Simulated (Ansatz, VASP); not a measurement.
**Be: VASP beside Ansatz**

File POSCAR:

```
Be
1.0
    2.3234467836      0.0000000000      0.0000000000
   -1.1617233918      2.0121639389      0.0000000000
    0.0000000000      0.0000000000      3.6538001352
Be
2
Direct
    0.3333333333      0.6666666667      0.2500000000
    0.6666666667      0.3333333333      0.7500000000
```

Contents of INCAR.step1:

```
PREC = Accurate
ENCUT = 520
ISMEAR = -1
SIGMA = 0.1
LREAL = F
LASPH = T
NELM = 60
NBANDS = 9
GGA = PE
ALGO = Normal
EDIFF = 1E-4
LWAVE = T
LCHARG = F
```

Contents of INCAR.step2:

```
PREC = Accurate
ENCUT = 520
EDIFF = 1E-6
ISMEAR = -1
SIGMA = 0.1
LREAL = F
LASPH = T
NELM = 60
ALGO = Normal
ISIF = 2
LWAVE = F
LCHARG = T
METAGGA = R2SCAN
LMIXTAU = T
LELF = T
LVHAR = T
NBANDS = 9
ISTART = 1
```

The input KPOINTS:

```
regular mesh
0
Gamma
  26 26 15
```

Input for Ansatz:

```yaml
crystal:
  lattice:
    - [2.3234467836, 0.0, 0.0]
    - [-1.1617233918, 2.0121639389, 0.0]
    - [0.0, 0.0, 3.6538001352]
  atoms:
    - { symbol: Be, position: [0.3333333333, 0.6666666667, 0.25] }
    - { symbol: Be, position: [0.6666666667, 0.3333333333, 0.75] }
hamiltonian:
  xc: r2scan
  pseudopotentials:
    kind: paw
    azcp:
      Be: "pseudopotentials/Be.paw.azcp"
basis:
  ecutwfc: 500
  fft_grid_basis: typed
kpoints:
  mp_grid: { grid: [26, 26, 15], shift: [0, 0, 0] }
magnetization:
  spin_polarized: false
scf:
  occupations: { method: fermi_dirac, width: 0.1 }
output:
  stress: true
```

Alike in both runs: task single point; functional r2SCAN; k mesh 26 × 26 × 15; occupations fermi-dirac, width 0.1 eV; no spin polarisation.

|  | VASP | Ansatz |
| --- | --- | --- |
| version | VASP 6.6.1 | Ansatz 0.2.0 |
| potentials or method | VASP PAW PBE potentials, release 64 (Be), cutoff 520 eV | plane waves (500 eV) with PAW, scalar-relativistic |
| valence electrons in the cell | 4 | 4 |

Ansatz gave:

- pressure (GPa): -8.5

Problem. Which values does VASP return?

Solution. Pressure (GPa): -8.3.

VASP's potentials were made for PBE, not for r2SCAN. The functional is the same, so the differences come from potentials, cutoffs and numerics.
